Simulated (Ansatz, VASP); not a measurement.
## PbS: VASP beside Ansatz

INCAR

```
  PREC = Accurate
  ENCUT = 520
  EDIFF = 1E-6
  ISMEAR = -1
  SIGMA = 0.01
  LREAL = False
  LASPH = True
  NELM = 80
  ALGO = Normal
  ISIF = 2
  LWAVE = False
  LCHARG = False
  GGA = PE
  NBANDS = 17
```

KPOINTS

```
regular mesh
0
Gamma
  8 8 8
```

Contents of POSCAR:

```
PbS
1.0
    0.0000000000      2.8760500000      2.9650000000
    2.8760500000      0.0000000000      2.9650000000
    2.8760500000      2.8760500000      0.0000000000
Pb S
1 1
Direct
    0.0000000000      0.0000000000      0.0000000000
    0.5000000000      0.5000000000      0.5000000000
```

Input for Ansatz:

```yaml
crystal:
  lattice:
    - [0.0, 2.87605, 2.965]
    - [2.87605, 0.0, 2.965]
    - [2.87605, 2.87605, 0.0]
  atoms:
    - { symbol: Pb, position: [0.0, 0.0, 0.0] }
    - { symbol: S, position: [0.5, 0.5, 0.5] }
kpoints:
  mp_grid: { grid: [8, 8, 8] }
  band_path:
    path:
      - [0.0, 0.0, 0.0]
      - [0.0, 0.5, 0.5]
      - [0.25, 0.75, 0.5]
      - [0.0, 0.5, 0.0]
      - [0.0, 0.0, 0.0]
      - [0.5, 0.5, 0.0]
      - [0.3676125, 0.6323875, 0.0]
      - [-0.3676125, 0.3676125, 0.0]
      - [0.0, 0.0, 0.0]
    npoints: 5
scf:
  occupations: { method: fermi_dirac, width: 0.01 }
hamiltonian:
  xc: pbe
  pseudopotentials: { kind: all_electron, lapw: { basis_error: 0.0005 } }
output:
  forces: true
  stress: true
  eigenvalues: true
```

Change from the starting cell: equal xx and yy strain of -3 %.

Alike in both runs: task single point; functional PBE; k mesh 8 × 8 × 8; occupations fermi-dirac, width 0.01 eV; no spin polarisation.

|  | VASP | Ansatz |
| --- | --- | --- |
| version | VASP 6.6.1 | Ansatz 0.2.0 |
| potentials or method | VASP PAW PBE potentials, release 64 (Pb_d, S), cutoff 520 eV | all-electron LAPW, scalar-relativistic |

|  | VASP | Ansatz | Ansatz less VASP |
| --- | --- | --- | --- |
| pressure (GPa) | 6.7 | 6.8 | +0.10 |
| traceless stress, the component that is largest in VASP (GPa) | -3.33 | -3.33 | +0.003 |

Ansatz ran all-electron here, and VASP with PAW potentials.

Neither program's run includes spin-orbit coupling.
